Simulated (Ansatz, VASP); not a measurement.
# One calculation of Ti3Ag, two programs

INCAR

```
SYSTEM = Ti3Ag
PREC = Accurate ; ENCUT = 520
EDIFF = 1E-8 ; ISMEAR = -1
SIGMA = 0.08 ; LREAL = .False.
LASPH = .True. ; NELM = 100
ALGO = Normal ; ISIF = 2
LWAVE = .False. ; LCHARG = .False.
GGA = CA ; LEFG = .True.
NBANDS = 32
```

Contents of KPOINTS:

```
Automatic mesh
0
Gamma
  9 9 9
  0 0 0
```

POSCAR

```
Ti3Ag
1.0
    4.1870000000      0.0000000000      0.0000000000
    0.0000000000      4.1870000000      0.0000000000
    0.0000000000      0.0000000000      3.9500000000
Ti Ag
3 1
Direct
    0.0000000000      0.5000000000      0.5000000000
    0.5000000000      0.0000000000      0.5000000000
    0.5000000000      0.5000000000      0.0000000000
    0.0000000000      0.0000000000      0.0000000000
```

Input for Ansatz:

```yaml
crystal:
  lattice:
    - [4.187, 0.0, 0.0]
    - [0.0, 4.187, 0.0]
    - [0.0, 0.0, 3.95]
  atoms:
    - { symbol: Ti, position: [0.0, 0.5, 0.5] }
    - { symbol: Ti, position: [0.5, 0.0, 0.5] }
    - { symbol: Ti, position: [0.5, 0.5, 0.0] }
    - { symbol: Ag, position: [0.0, 0.0, 0.0] }
kpoints:
  mp_grid: { grid: [9, 9, 9] }
  band_path:
    path:
      - [0.0, 0.0, 0.0]
      - [0.0, 0.5, 0.0]
      - [0.5, 0.5, 0.0]
      - [0.0, 0.0, 0.0]
      - [0.0, 0.0, 0.5]
      - [0.0, 0.5, 0.5]
      - [0.5, 0.5, 0.5]
      - [0.0, 0.0, 0.5]
      - [0.0, 0.5, 0.0]
    npoints: 8
scf:
  occupations: { method: fermi_dirac, width: 0.08 }
hamiltonian:
  xc: lda
  pseudopotentials: { kind: all_electron, datasets: crystal }
output:
  forces: true
  stress: true
  eigenvalues: true
  efg: { contact_densities: true }
```

Alike in both runs: task electric field gradients; functional LDA; k mesh 9 × 9 × 9; occupations fermi-dirac, width 0.08 eV; no spin polarisation.

|  | VASP | Ansatz |
| --- | --- | --- |
| version | VASP 6.6.1 | Ansatz 0.2.0 |
| potentials or method | VASP PAW LDA potentials, release 64 (Ti_sv, Ag), cutoff 520 eV | all-electron PAW with datasets made for the crystal, scalar-relativistic |

|  | VASP | Ansatz | Ansatz less VASP |
| --- | --- | --- | --- |
| pressure (GPa) | -9.8 | -9.9 | -0.10 |
| traceless stress, the component that is largest in VASP (GPa) | 1.43 | 1.43 | +0.005 |
| size of Vzz on the site where it differs most (V/Å²) | 8.4 | 11.5 | +3.14 |

LDA's correlation is that of Perdew and Zunger in VASP and of Perdew and Wang (1992) in Ansatz. Ansatz ran all-electron here, and VASP with PAW potentials.
